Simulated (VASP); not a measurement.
Here is a VASP 6.6.1 calculation.

File POSCAR:

```
Pb
1.0
    0.0000000000      2.4945689981      2.4945689981
    2.4945689981      0.0000000000      2.4945689981
    2.4945689981      2.4945689981      0.0000000000
Pb
1
Direct
    0.0000000000      0.0000000000      0.0000000000
```

File INCAR.step1:

```
SYSTEM = Pb
PREC = Accurate
ENCUT = 520
ISMEAR = 0
SIGMA = 0.05
LREAL = .FALSE.
LASPH = .TRUE.
NELM = 80
NBANDS = 13
GGA = PE
ALGO = Normal
EDIFF = 1E-4
LWAVE = .TRUE.
LCHARG = .FALSE.
```

File INCAR.step2:

```
SYSTEM = Pb
PREC = Accurate
ENCUT = 520
EDIFF = 1E-6
ISMEAR = 0
SIGMA = 0.05
LREAL = .FALSE.
LASPH = .TRUE.
NELM = 80
ALGO = Normal
ISIF = 2
LWAVE = .FALSE.
LCHARG = .TRUE.
METAGGA = R2SCAN
LMIXTAU = .TRUE.
LELF = .TRUE.
LVHAR = .TRUE.
NBANDS = 13
ISTART = 1
```

KPOINTS

```
regular mesh
0
G
  16 16 16
  0 0 0
```

Potentials or basis: VASP PAW PBE potentials, release 64 (Pb_d).

The run is started by

```sh
$ cat potpaw_PBE.64/Pb_d/POTCAR > POTCAR
$ cp INCAR.step1 INCAR
$ mpirun -np 1 vasp_std > vasp.out
$ cp INCAR.step2 INCAR
$ mpirun -np 1 vasp_std > vasp.out
```

Task: What does it give for the pressure?

Result: 0.0 GPa.

Task: Predict the band gap on the k mesh.

Result: Zero (band 7 reaches 14.50 eV, above the bottom of band 8 at 5.26 eV).

Caveat: the PAW data sets were made with another functional, which shifts forces and pressure a little; spin-orbit coupling is left out, which moves the levels of the heavy elements.
